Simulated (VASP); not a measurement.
# In (Fd-3m) in VASP: single point with r2SCAN

Aim: the single point of In with r2SCAN.

Everything below comes from runs of VASP 6.6.1. Logs are shortened: lines on timing, memory, paths and dates and some standing lists are left out, and cuts for length are marked.

## (1) The cell of the first run

Symmetry: Fd-3m, No. 227, cubic system. The conventional cell has a = 6.612 Å, b = 6.612 Å, c = 6.612 Å, α = 90.00°, β = 90.00°, γ = 90.00°. Within 3.8 Å of In (site symmetry -43m) lie 4 In at 2.86 Å.

## (2) Single point, r2SCAN, non-collinear spin, zero start, spin-orbit coupling

The input, POSCAR:

```
In
1.0
    0.0000000000      3.3060946705      3.3060946705
    3.3060946705      0.0000000000      3.3060946705
    3.3060946705      3.3060946705      0.0000000000
In
2
Direct
    0.1250000000      0.1250000000      0.1250000000
    0.8750000000      0.8750000000      0.8750000000
```

The input, INCAR.step1:

```
SYSTEM = In
ALGO = Normal ; EDIFF = 1E-4
ENCUT = 520 ; GGA = PE
GGA_COMPAT = .False. ; ISMEAR = -1
LASPH = .True. ; LCHARG = .False.
LREAL = .False. ; LSORBIT = .True.
LWAVE = .True. ; MAGMOM = 0 0 0 0 0 0
NBANDS = 38 ; NELM = 150
PREC = Accurate ; SIGMA = 0.1
```

The input, INCAR.step2:

```
SYSTEM = In
ALGO = Normal ; EDIFF = 1E-6
ENCUT = 520 ; GGA_COMPAT = .False.
ISIF = 2 ; ISMEAR = -1
ISTART = 1 ; LASPH = .True.
LCHARG = .False. ; LMIXTAU = .True.
LORBIT = 11 ; LORBMOM = .True.
LREAL = .False. ; LSORBIT = .True.
LWAVE = .False. ; MAGMOM = 0 0 0 0 0 0
METAGGA = R2SCAN ; NBANDS = 38
NELM = 150 ; PREC = Accurate
SIGMA = 0.1
```

The input, KPOINTS:

```
k-points
0
Gamma
  8 8 8
  0 0 0
```

Potentials or basis: VASP PAW PBE potentials, release 64 (In_d).

Launch:

```
> cat potpaw_PBE.64/In_d/POTCAR > POTCAR
> cp INCAR.step1 INCAR
> mpirun -np 1 vasp_ncl > vasp.out
> cp INCAR.step2 INCAR
> mpirun -np 1 vasp_ncl > vasp.out
```

OUTCAR:

```text
SYSTEM = In
   EDIFF = 1E-6
   ENCUT = 520
   ISIF = 2
   ISMEAR = -1
   ISTART = 1
   LASPH = .True.
   LORBIT = 11
   LREAL = .False.
   LSORBIT = .True.
   METAGGA = R2SCAN
   NELM = 150
   PREC = Accurate

 ion  position               nearest neighbor table
   1  0.125  0.125  0.125-   2 2.86   2 2.86   2 2.86   2 2.86
   2  0.875  0.875  0.875-   1 2.86   1 2.86   1 2.86   1 2.86

  LATTYP: Found a face centered cubic cell.
 ALAT       =     6.6121893410

  Lattice vectors:

 A1 = (   0.0000000000,   3.3060946705,   3.3060946705)
 A2 = (   3.3060946705,   0.0000000000,   3.3060946705)
 A3 = (   3.3060946705,   3.3060946705,   0.0000000000)

Analysis of symmetry for initial positions (statically):
=====================================================================
 Subroutine PRICEL returns:
 Original cell was already a primitive cell.

 Routine SETGRP: Setting up the symmetry group for a
 face centered cubic supercell.

 Subroutine GETGRP returns: Found 48 space group operations
 (whereof 12 operations were pure point group operations)
 out of a pool of 48 trial point group operations.

The static configuration has the point symmetry D_3d.
 The point group associated with its full space group is O_h .

Analysis of symmetry for dynamics (positions and initial velocities):
=====================================================================
 Subroutine PRICEL returns:
 Original cell was already a primitive cell.

 Routine SETGRP: Setting up the symmetry group for a
 face centered cubic supercell.

 Subroutine GETGRP returns: Found 48 space group operations
 (whereof 12 operations were pure point group operations)
 out of a pool of 48 trial point group operations.

The dynamic configuration has the point symmetry D_3d.
 The point group associated with its full space group is O_h .

Analysis of structural, dynamic, and magnetic symmetry:
=====================================================================
 Subroutine PRICEL returns:
 Original cell was already a primitive cell.

 Routine SETGRP: Setting up the symmetry group for a
 face centered cubic supercell.

 Subroutine GETGRP returns: Found 48 space group operations
 (whereof 12 operations were pure point group operations)
 out of a pool of 48 trial point group operations.

The overall configuration has the point symmetry D_3d.
 The point group associated with its full space group is O_h .

 Subroutine INISYM returns: Found 48 space group operations
 (whereof 12 operations are pure point group operations),
 and found     1 'primitive' translations

----------------------------------------------------------------------------------------

[... 1162 lines left out ...]

  FREE ENERGIE OF THE ION-ELECTRON SYSTEM (eV)
  ---------------------------------------------------
  free  energy   TOTEN  =       -44.6755707194 eV

  energy  without entropy=      -44.6243829312  energy(sigma->0) =      -44.64997683

 orbital moment (x)

 # of ion     p       d       tot
 ----------------------------------------
  1        -0.000  -0.000  -0.000
  2         0.000  -0.000   0.000
 ----------------------------------------
           -0.000  -0.000  -0.000

 orbital moment (y)

 # of ion     p       d       tot
 ----------------------------------------
  1         0.000  -0.000   0.000
  2        -0.000  -0.000  -0.000
 ----------------------------------------
            0.000  -0.000   0.000

 orbital moment (z)

 # of ion     p       d       tot
 ----------------------------------------
  1         0.000  -0.000  -0.000
  2         0.000   0.000   0.000
 ----------------------------------------
            0.000   0.000   0.000

 Spin-Orbit-Coupling matrix elements

 Ion:    1  E_soc:     -0.0738863
 l=   1
     0.0000000    -0.0060405    -0.0060405
    -0.0060405     0.0000000    -0.0060405
    -0.0060405    -0.0060405     0.0000000
 l=   2
     0.0000000    -0.0012476     0.0000000    -0.0012476    -0.0050263
    -0.0012476     0.0000000    -0.0037697    -0.0012476    -0.0012566
     0.0000000    -0.0037697     0.0000000    -0.0037697     0.0000000
    -0.0012476    -0.0012476    -0.0037697     0.0000000    -0.0012566
    -0.0050263    -0.0012566     0.0000000    -0.0012566     0.0000000
 l=   3
     0.0000000     0.0000000     0.0000000     0.0000000     0.0000000     0.0000000     0.0000000
     0.0000000     0.0000000     0.0000000     0.0000000     0.0000000     0.0000000     0.0000000
     0.0000000     0.0000000     0.0000000     0.0000000     0.0000000     0.0000000     0.0000000
     0.0000000     0.0000000     0.0000000     0.0000000     0.0000000     0.0000000     0.0000000
     0.0000000     0.0000000     0.0000000     0.0000000     0.0000000     0.0000000     0.0000000
     0.0000000     0.0000000     0.0000000     0.0000000     0.0000000     0.0000000     0.0000000
     0.0000000     0.0000000     0.0000000     0.0000000     0.0000000     0.0000000     0.0000000

 Ion:    2  E_soc:     -0.0738863
 l=   1
     0.0000000    -0.0060405    -0.0060405
    -0.0060405     0.0000000    -0.0060405
    -0.0060405    -0.0060405     0.0000000
 l=   2
     0.0000000    -0.0012476     0.0000000    -0.0012476    -0.0050263
    -0.0012476     0.0000000    -0.0037697    -0.0012476    -0.0012566
     0.0000000    -0.0037697     0.0000000    -0.0037697     0.0000000
    -0.0012476    -0.0012476    -0.0037697     0.0000000    -0.0012566
    -0.0050263    -0.0012566     0.0000000    -0.0012566     0.0000000
 l=   3
     0.0000000     0.0000000     0.0000000     0.0000000     0.0000000     0.0000000     0.0000000
     0.0000000     0.0000000     0.0000000     0.0000000     0.0000000     0.0000000     0.0000000
     0.0000000     0.0000000     0.0000000     0.0000000     0.0000000     0.0000000     0.0000000
     0.0000000     0.0000000     0.0000000     0.0000000     0.0000000     0.0000000     0.0000000
     0.0000000     0.0000000     0.0000000     0.0000000     0.0000000     0.0000000     0.0000000
     0.0000000     0.0000000     0.0000000     0.0000000     0.0000000     0.0000000     0.0000000
     0.0000000     0.0000000     0.0000000     0.0000000     0.0000000     0.0000000     0.0000000

 total charge

# of ion       s       p       d       tot
------------------------------------------
    1        0.962   0.642   9.829  11.434
    2        0.962   0.642   9.829  11.434
--------------------------------------------------
tot          1.925   1.284  19.659  22.867

 magnetization (x)

# of ion       s       p       d       tot
------------------------------------------
    1       -0.000  -0.000   0.000  -0.000
    2        0.000  -0.000   0.000  -0.000
--------------------------------------------------
tot          0.000  -0.000   0.000  -0.000

 magnetization (y)

# of ion       s       p       d       tot
------------------------------------------
    1       -0.000  -0.000   0.000  -0.000
    2        0.000   0.000  -0.000   0.000
--------------------------------------------------
tot         -0.000   0.000   0.000  -0.000

 magnetization (z)

# of ion       s       p       d       tot
------------------------------------------
    1        0.000   0.000  -0.000  -0.000
    2       -0.000  -0.000   0.000  -0.000
--------------------------------------------------
tot         -0.000  -0.000  -0.000  -0.000
```

OUTCAR.step1:

```text
SYSTEM = In
   EDIFF = 1E-4
   ENCUT = 520
   GGA = PE
   ISMEAR = -1
[... 1274 lines left out ...]
     0.0000000     0.0000000     0.0000000     0.0000000     0.0000000     0.0000000     0.0000000
     0.0000000     0.0000000     0.0000000     0.0000000     0.0000000     0.0000000     0.0000000
     0.0000000     0.0000000     0.0000000     0.0000000     0.0000000     0.0000000     0.0000000
     0.0000000     0.0000000     0.0000000     0.0000000     0.0000000     0.0000000     0.0000000
     0.0000000     0.0000000     0.0000000     0.0000000     0.0000000     0.0000000     0.0000000
     0.0000000     0.0000000     0.0000000     0.0000000     0.0000000     0.0000000     0.0000000

=======================================================================

 ========================================================
```

It took 6.8 min on 1 thread of Intel Xeon 6975P-C (Granite Rapids), shared host; peak memory 0.51 GiB.

What came out:

```yaml
Free_energy: -44.6756 eV
Pressure: -0.1 GPa
Net_moment: 0.00 μB per cell
Valence_electrons_inside_the_program's_atomic_spheres: In 11.43
```

Moments on the atoms (μB; x, y, z):
```
In  0.00 0.00 0.00
In  0.00 0.00 0.00
```

Caveat: the PAW data sets were made with another functional, which shifts forces and pressure a little.
